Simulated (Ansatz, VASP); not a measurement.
**One calculation of PtS2, two programs**

```xyz
3
Lattice="3.5624 0.0000 0.0000 -1.7812 3.0851 0.0000 0.0000 0.0000 4.5267" Properties=species:S:1:pos:R:3 pbc="T T T"
Pt    0.0000    0.0000    0.0000
S     0.0000    2.0567    1.1872
S     1.7812    1.0284    3.3395
```

Alike in both runs: functional LDA; k mesh 10 × 10 × 8; occupations fermi-dirac, width 0.05 eV; no spin polarisation.

Ansatz relaxed the structure, and its values are those at the end. VASP's run is a single point on that final structure, the one shown.

|  | VASP | Ansatz |
| --- | --- | --- |
| version | VASP 6.6.1 | Ansatz 0.2.0 |
| potentials or method | VASP PAW LDA potentials, release 64 (Pt, S) | PAW with Ansatz's default frozen-core files, scalar-relativistic |
| plane-wave cutoff (eV) | 520 | 420 |
| valence electrons in the cell | 22 | 30 |

|  | VASP | Ansatz | Ansatz less VASP |
| --- | --- | --- | --- |
| pressure (GPa) | 0.0 | 0.0 | +0.01 |

LDA's correlation is that of Perdew and Zunger in VASP and of Perdew and Wang (1992) in Ansatz. VASP's potentials hold 22 valence electrons a cell and Ansatz's 30, so a difference there can come from the potentials and not from the codes.

Neither program's run includes spin-orbit coupling.
